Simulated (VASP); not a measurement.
# CdTe (P4_322) in VASP: further runs, part 2 of 2

VASP 6.6.1.

## Step 3: Single point, PBE

This run uses another cell than the first one, of 33.81 Å³/atom.

INCAR

```
PREC = Accurate
ENCUT = 520
EDIFF = 1E-6
ISMEAR = 0
SIGMA = 0.1
LREAL = False
LASPH = True
NELM = 80
ALGO = Normal
ISIF = 2
LWAVE = False
LCHARG = False
GGA = PE
NBANDS = 46
```

KPOINTS

```
regular mesh
0
Gamma
  4 4 2
```

POSCAR

```
CdTe
1.0
    4.8670529249      0.0000000000      0.0000000000
    0.0000000000      4.8670529249      0.0000000000
    0.0000000000      0.0000000000     11.4166698996
Cd Te
4 4
Direct
    0.1445620307      0.5000000000      0.2500000000
    0.5000000000      0.8554379693      0.5000000000
    0.5000000000      0.1445620307      0.0000000000
    0.8554379693      0.5000000000      0.7500000000
    0.0000000000      0.5372034377      0.5000000000
    0.4627965623      0.0000000000      0.2500000000
    0.5372034377      0.0000000000      0.7500000000
    0.0000000000      0.4627965623      0.0000000000
```

Potentials or basis: VASP PAW PBE potentials, release 64 (Cd, Te).

Command:

```sh
$ cat potpaw_PBE.64/Cd/POTCAR potpaw_PBE.64/Te/POTCAR > POTCAR
$ mpirun -np 1 vasp_std > vasp.out
```

OUTCAR:

```text
PREC = Accurate
   ENCUT = 520
   EDIFF = 1E-6
   ISMEAR = 0
   LREAL = False
   LASPH = True
   NELM = 80
   ISIF = 2
   GGA = PE

 ion  position               nearest neighbor table
   1  0.145  0.500  0.250-   6 2.88   6 2.88   8 2.95   5 2.95   2 3.76   3 3.76
   2  0.500  0.855  0.500-   5 2.88   5 2.88   7 2.95   6 2.95   1 3.76   4 3.76
   3  0.500  0.145  0.000-   8 2.88   8 2.88   6 2.95   7 2.95   1 3.76   4 3.76
   4  0.855  0.500  0.750-   7 2.88   7 2.88   8 2.95   5 2.95   2 3.76   3 3.76
   5  0.000  0.537  0.500-   2 2.88   2 2.88   4 2.95   1 2.95
   6  0.463  0.000  0.250-   1 2.88   1 2.88   3 2.95   2 2.95
   7  0.537  0.000  0.750-   4 2.88   4 2.88   2 2.95   3 2.95
   8  0.000  0.463  0.000-   3 2.88   3 2.88   4 2.95   1 2.95

  LATTYP: Found a simple tetragonal cell.
 ALAT       =     4.8670529249
 C/A-ratio  =     2.3457049010

  Lattice vectors:

 A1 = (   4.8670529249,   0.0000000000,   0.0000000000)
 A2 = (   0.0000000000,   4.8670529249,   0.0000000000)
 A3 = (   0.0000000000,   0.0000000000,  11.4166698996)

Analysis of symmetry for initial positions (statically):
=====================================================================
 Subroutine PRICEL returns:
 Original cell was already a primitive cell.

 Routine SETGRP: Setting up the symmetry group for a
 simple tetragonal supercell.

 Subroutine GETGRP returns: Found  8 space group operations
 (whereof  2 operations were pure point group operations)
 out of a pool of 16 trial point group operations.

The static configuration has the point symmetry C_2 .
 The point group associated with its full space group is D_4 .

Analysis of symmetry for dynamics (positions and initial velocities):
=====================================================================
 Subroutine PRICEL returns:
 Original cell was already a primitive cell.

[... 130 lines left out ...]
  Thomas-Fermi vector in A             =   2.188273
   LORBIT       =      0    0 simple, 1 ext, 2 COOP (PROOUT), +10 PAW based schemes
   GGA     = PE    functional components
   LHFCALC =     F    Hartree Fock is set to
   AEXX    =    0.0000 exact exchange contribution
   IVDW    =     0    specifies the selected vdW correction
   LEPSILON=     F    determine dielectric tensor
   LRPA    =     F    only Hartree local field effects (RPA)
 non-spin polarized calculation
 Gauss-broadening in eV      SIGMA  =   0.10
  energy-cutoff  :      520.00
  volume of cell :      270.44
 maximum number of plane-waves:      7328
   NGX = 19   NGY = 19   NGZ = 43

 number of electron      71.9999985 magnetization

 Free energy of the ion-electron system (eV)
  ---------------------------------------------------
  ext. energy  EPLUGINS =         0.00000000
  ---------------------------------------------------
  free energy    TOTEN  =       -17.52515599 eV

  energy without entropy =      -17.52337563  energy(sigma->0) =      -17.52426581

 E-fermi :   2.5605     XC(G=0):  -8.7684

 val. band max:        2.4341416489   @ k =   0.5000   0.0000   0.0000
 cond. band min:       2.6830541411   @ k =   0.5000   0.5000   0.0000
 fundamental gap:      0.2489124922
 Fermi energy:         2.5605366751

 k-point     1 :       0.0000    0.0000    0.0000
  band No.  band energies     occupation
      1      -8.6286      2.00000
      2      -8.1412      2.00000
      3      -8.1412      2.00000
      4      -8.0309      2.00000
      5      -5.9500      2.00000
      6      -5.9500      2.00000
[... 577 lines left out ...]
     45       9.5014      0.00000
     46       9.5014      0.00000

------------------------ aborting loop because EDIFF is reached ----------------------------------------

  FORCE on cell =-STRESS in cart. coord.  units (eV):
  Direction    XX          YY          ZZ          XY          YZ          ZX
  --------------------------------------------------------------------------------------
  -------------------------------------------------------------------------------------
  Total        0.1761249      0.1761249      0.4673597      0.0000000     -0.0000000      0.0000000
  in kB        1.0434215      1.0434215      2.7687917      0.0000000     -0.0000000      0.0000000
  external PRESSURE =       1.6185449 kB  Pullay stress =       0.0000000 kB

 VOLUME and BASIS-vectors are now :
 -----------------------------------------------------------------------------
  energy-cutoff  :      520.00
  volume of cell :      270.44
      direct lattice vectors                 reciprocal lattice vectors
     4.867052925  0.000000000  0.000000000     0.205463145  0.000000000  0.000000000
     0.000000000  4.867052925  0.000000000     0.000000000  0.205463145  0.000000000
     0.000000000  0.000000000 11.416669900     0.000000000  0.000000000  0.087591216

 POSITION                                       TOTAL-FORCE (eV/Angst)
 -----------------------------------------------------------------------------------
      0.70359      2.43353      2.85417        -0.008345     -0.000000      0.000000
      2.43353      4.16346      5.70833         0.000000      0.008345      0.000000
      2.43353      0.70359      0.00000         0.000000     -0.008345     -0.000000
      4.16346      2.43353      8.56250         0.008345     -0.000000      0.000000
      0.00000      2.61460      5.70833        -0.000000     -0.012392      0.000000
      2.25246      0.00000      2.85417         0.012392      0.000000     -0.000000
      2.61460      0.00000      8.56250        -0.012392      0.000000      0.000000
      0.00000      2.25246      0.00000         0.000000      0.012392      0.000000
 -----------------------------------------------------------------------------------
    total drift:                               -0.000000      0.000000     -0.000000

  FREE ENERGIE OF THE ION-ELECTRON SYSTEM (eV)
  ---------------------------------------------------
  free  energy   TOTEN  =       -17.5251559910 eV

  energy  without entropy=      -17.5233756334  energy(sigma->0) =      -17.52426581
```

OSZICAR:

```text
N       E                     dE             d eps       ncg     rms          rms(c)
DAV:   1     0.464631810690E+03    0.46463E+03   -0.32391E+04  1104   0.137E+03
DAV:   2     0.968543703718E+01   -0.45495E+03   -0.44159E+03  1198   0.323E+02
DAV:   3    -0.183398614243E+02   -0.28025E+02   -0.27674E+02  1258   0.784E+01
DAV:   4    -0.187963404767E+02   -0.45648E+00   -0.45605E+00  1346   0.846E+00
DAV:   5    -0.188016800905E+02   -0.53396E-02   -0.53394E-02  1250   0.102E+00    0.103E+01
DAV:   6    -0.176134180980E+02    0.11883E+01   -0.25195E+00  1182   0.104E+01    0.876E+00
DAV:   7    -0.175294645951E+02    0.83954E-01   -0.92502E-01  1226   0.347E+00    0.317E+00
DAV:   8    -0.175252333011E+02    0.42313E-02   -0.67450E-02  1206   0.192E+00    0.115E+00
DAV:   9    -0.175256279522E+02   -0.39465E-03   -0.99711E-03  1244   0.668E-01    0.281E-01
DAV:  10    -0.175250937769E+02    0.53418E-03   -0.16789E-03  1202   0.292E-01    0.142E-01
DAV:  11    -0.175251421945E+02   -0.48418E-04   -0.63775E-04  1218   0.123E-01    0.371E-02
DAV:  12    -0.175251522230E+02   -0.10029E-04   -0.48430E-05  1212   0.341E-02    0.273E-02
DAV:  13    -0.175251553177E+02   -0.30947E-05   -0.68675E-06  1124   0.122E-02    0.272E-02
DAV:  14    -0.175251559910E+02   -0.67336E-06   -0.22341E-06   892   0.625E-03
   1 F= -.17525156E+02 E0= -.17524266E+02  d E =-.178036E-02
```

stdout:

```text
POSCAR found type information on POSCAR CdTe
 POSCAR found :  2 types and       8 ions
 scaLAPACK will be used
 LDA part: xc-table for (Slater+PW92), standard interpolation
 POSCAR, INCAR and KPOINTS ok, starting setup
 FFT: planning ... GRIDC
 FFT: planning ... GRID_SOFT
 FFT: planning ... GRID
 WAVECAR not read
 entering main loop
```

It took 2 min on 1 thread of Intel Xeon Platinum 8488C (Sapphire Rapids), shared host; peak memory 0.38 GiB.

What came out:

```
Free energy            : -17.5252 eV
Pressure               : 0.2 GPa
Largest force          : 0.012 eV/Å
Band gap on the k mesh : 0.25 eV (least direct gap 0.34 eV)
```

Forces in eV/Å, atoms in the order of the input:
```
Cd  -0.008  0.000  0.000
Cd   0.000  0.008  0.000
Cd   0.000 -0.008  0.000
Cd   0.008  0.000  0.000
Te   0.000 -0.012  0.000
Te   0.012  0.000  0.000
Te  -0.012  0.000  0.000
Te   0.000  0.012  0.000
```

Stress tensor (GPa, compression positive):
```
0.10 0.00 0.00
0.00 0.10 0.00
0.00 0.00 0.28
```

Levels at points of the mesh, in eV from the valence-band top:
| k point | band 32 | band 33 | band 34 | band 35 | band 36 | band 37 | band 38 | band 39 | band 40 | band 41 |
| --- | --- | --- | --- | --- | --- | --- | --- | --- | --- | --- |
| (0.00, 0.00, 0.00) | -1.34 | -1.07 | -0.63 | -0.04 | -0.04 | 0.30 | 0.40 | 2.80 | 2.84 | 2.84 |
| (0.50, 0.00, 0.00) | -1.12 | -0.75 | -0.58 | -0.43 | 0.00 | 1.43 | 1.48 | 2.76 | 3.48 | 3.49 |
| (0.50, 0.50, 0.00) | -2.13 | -1.63 | -1.63 | -0.90 | -0.67 | 0.25 | 0.25 | 3.11 | 3.60 | 3.69 |
| (0.00, 0.00, 0.50) | -1.55 | -0.85 | -0.85 | -0.27 | -0.27 | 1.00 | 1.00 | 1.94 | 1.94 | 3.31 |
| (0.50, 0.00, 0.50) | -1.16 | -0.73 | -0.73 | -0.57 | -0.57 | 1.98 | 1.98 | 2.49 | 2.49 | 3.45 |
| (0.50, 0.50, 0.50) | -2.02 | -1.74 | -1.74 | -1.14 | -1.14 | 1.64 | 1.64 | 1.71 | 1.71 | 4.65 |

Caveat: semilocal functionals underestimate gaps, and a narrow one can read as zero; spin-orbit coupling is left out, which moves the levels of the heavy elements. A k mesh can miss the band edges.

## Step 4: Relaxation of cell and atoms, PBE

INCAR

```
SYSTEM = CdTe
ALGO = Normal
EDIFF = 1E-6
EDIFFG = -0.04
ENCUT = 600
GGA = PE
IBRION = 2
ISIF = 3
ISMEAR = 0
LASPH = .True.
LCHARG = .False.
LREAL = .False.
LWAVE = .False.
NELM = 60
NSW = 90
PREC = Accurate
SIGMA = 0.1
```

KPOINTS

```
k-points
0
Gamma
  4 4 2
  0 0 0
```

POSCAR

```
CdTe
1.0
    5.0999779800      0.0000000000      0.0000000000
    0.0000000000      5.0999779800      0.0000000000
    0.0000000000      0.0000000000     10.1719465800
Cd Te
4 4
Direct
    0.1113820100      0.5000000000      0.2500000000
    0.5000000000      0.8886179900      0.5000000000
    0.5000000000      0.1113820100      0.0000000000
    0.8886179900      0.5000000000      0.7500000000
    0.0000000000      0.6113820100      0.5000000000
    0.3886179900      0.0000000000      0.2500000000
    0.6113820100      0.0000000000      0.7500000000
    0.0000000000      0.3886179900      0.0000000000
```

Command:

```sh
$ cat potpaw_PBE.64/Cd/POTCAR potpaw_PBE.64/Te/POTCAR > POTCAR
$ mpirun -np 1 vasp_std > vasp.out
```

Run time: 43 min. Hardware: 1 thread of Intel Xeon Platinum 8488C (Sapphire Rapids), shared host; peak memory 0.5 GiB.

It converged, with:

* Free energy: -17.5208 eV
* Relaxed volume: 33.60 Å³/atom
* Relaxed cell: a = 4.838 Å, b = 4.838 Å, c = 11.483 Å, α = 90.00°, β = 90.00°, γ = 90.00°
* Space group after relaxing (to 0.1 Å): P4_322 (No. 95)
* Energy gained by relaxing: 127.4 meV/atom
* Ionic steps: 20
* Pressure after relaxing: 0.0 GPa
* Largest force after relaxing: 0.033 eV/Å
* Band gap on the k mesh: 0.14 eV (least direct gap 0.30 eV)

Forces on the atoms (eV/Å):
```
Cd   0.033  0.000  0.000
Cd   0.000 -0.033  0.000
Cd   0.000  0.033  0.000
Cd  -0.033  0.000  0.000
Te   0.000 -0.002  0.000
Te   0.002  0.000  0.000
Te  -0.002  0.000  0.000
Te   0.000  0.002  0.000
```

Stress tensor (GPa, compression positive):
```
-0.02  0.00  0.00
 0.00 -0.02  0.00
 0.00  0.00  0.13
```

Step by step:
```
step  energy change (eV)  largest force (eV/Å)  pressure (GPa)  volume (Å³)
   1              0.0000                0.2471            6.30       264.57
   2             -0.7183                0.1519           -2.23       316.60
   3             -0.8871                0.1213           -0.26       297.25
   4             -0.8872                0.1216           -0.34       297.96
   5             -0.9026                0.0772           -0.18       295.16
   6             -0.9103                0.1457            0.08       291.65
   7             -0.9158                0.1445           -0.02       291.86
   8             -0.9257                0.1384           -0.34       292.46
   9             -0.9186                0.1203           -0.89       293.53
  10             -0.9270                0.1345           -0.50       292.77
  11             -0.9289                0.1342           -0.50       292.46
  12             -0.9345                0.1334           -0.47       291.52
  13             -0.9449                0.1325           -0.41       289.64
  14             -0.9625                0.1350           -0.31       285.88
  15             -0.9835                0.1499           -0.03       278.36
  16             -0.9597                0.2467            0.69       263.35
  17             -0.9836                0.1752            0.19       273.84
  18             -1.0081                0.0882            0.05       272.19
  19             -1.0186                0.0445           -0.10       270.13
  20             -1.0193                0.0335            0.03       268.77
```

Final structure:
```
CELL_PARAMETERS angstrom
4.83802 0.00000 0.00000
0.00000 4.83802 0.00000
0.00000 0.00000 11.48277
ATOMIC_POSITIONS crystal
Cd 0.13100 0.50000 0.25000
Cd 0.50000 0.86900 0.50000
Cd 0.50000 0.13100 0.00000
Cd 0.86900 0.50000 0.75000
Te 0.00000 0.54172 0.50000
Te 0.45828 0.00000 0.25000
Te 0.54172 0.00000 0.75000
Te 0.00000 0.45828 0.00000
```

Levels at points of the mesh, in eV from the valence-band top:
| k point | band 34 | band 35 | band 36 | band 37 | band 38 | band 39 |
| --- | --- | --- | --- | --- | --- | --- |
| (0.00, 0.00, 0.00) | -0.68 | -0.07 | -0.07 | 0.24 | 0.34 | 2.78 |
| (0.50, 0.00, 0.00) | -0.56 | -0.37 | 0.00 | 1.53 | 1.53 | 2.74 |
| (0.50, 0.50, 0.00) | -1.67 | -0.90 | -0.75 | 0.14 | 0.14 | 3.25 |
| (0.00, 0.00, 0.50) | -0.89 | -0.28 | -0.28 | 0.92 | 0.92 | 1.99 |
| (0.50, 0.00, 0.50) | -0.72 | -0.59 | -0.59 | 2.03 | 2.03 | 2.50 |
| (0.50, 0.50, 0.50) | -1.71 | -1.22 | -1.22 | 1.52 | 1.52 | 1.62 |

Caveat: semilocal functionals underestimate gaps, and a narrow one can read as zero; spin-orbit coupling is left out, which moves the levels of the heavy elements. A k mesh can miss the band edges.

## Step 5: Overview

| task | cell | cutoff (eV) | gap on the mesh (eV) | pressure (GPa) | largest force (eV/Å) |
| --- | --- | --- | --- | --- | --- |
| single point | a = 5.100, b = 5.100, c = 10.172 Å, 8 atoms, atomic positions A | 520 | 0.47 | 6.3 | 0.25 |
| single point | a = 4.867, b = 4.867, c = 11.417 Å, 8 atoms, atomic positions B | 520 | 0.25 | 0.2 | 0.01 |
| relaxation of cell and atoms | relaxed from a = 5.100, b = 5.100, c = 10.172 Å, 8 atoms, atomic positions A | 600 | 0.14 | 0.0 | 0.03 |

Alike in all rows: level PBE; potentials or basis VASP PAW PBE potentials, release 64 (Cd, Te); no spin polarisation; k mesh 4 × 4 × 2; smearing gaussian 0.1 eV.

Caveats: semilocal functionals underestimate gaps, and a narrow one can read as zero; spin-orbit coupling is left out, which moves the levels of the heavy elements; the stress differs along the axes, from 3 to 13 GPa (at least some runs).

Total energies depend on the potentials used, so only differences within one code and one set of settings carry meaning.
